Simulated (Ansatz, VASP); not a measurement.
## One calculation of TaAl5, two programs

```
Ta Al
1.0
     0.00000    3.62669    3.62669
     3.62669    0.00000    3.62669
     3.62669    3.62669    0.00000
Ta Al
1 5
Direct
  0.00000 0.00000 0.00000
  0.62475 0.12574 0.62475
  0.25000 0.25000 0.25000
  0.12574 0.62475 0.62475
  0.62475 0.62475 0.62475
  0.62475 0.62475 0.12574
```

Change from the starting cell: species swapped into the Be5Au type (F-43m, No. 216).

Alike in both runs: task relaxation of cell and atoms; functional PBE; k mesh 10 × 10 × 10; occupations gaussian, width 0.1 eV; no spin polarisation.

|  | VASP | Ansatz |
| --- | --- | --- |
| version | VASP 6.6.1 | Ansatz 0.2.0 |
| potentials or method | VASP PAW PBE potentials, release 64 (Ta_pv, Al), cutoff 600 eV | scalar-relativistic, plane waves, PAW |
| valence electrons in the cell | 26 | 28 |

|  | VASP | Ansatz | Ansatz less VASP |
| --- | --- | --- | --- |
| gap on the k mesh at the Fermi level, each at its own relaxed structure (eV) | none | none | - |
| relaxed volume (Å³/atom) | 16.13 | 16.13 | 0.000 |
| relaxed cell length with the largest relative difference (Å) | 5.153 | 5.153 | 0.0000 |

A gap of «none» marks a metal or a gap that the smearing closes. VASP's potentials hold 26 valence electrons a cell and Ansatz's 28, so a difference there can come from the potentials and not from the codes.

Spin-orbit coupling is off throughout.
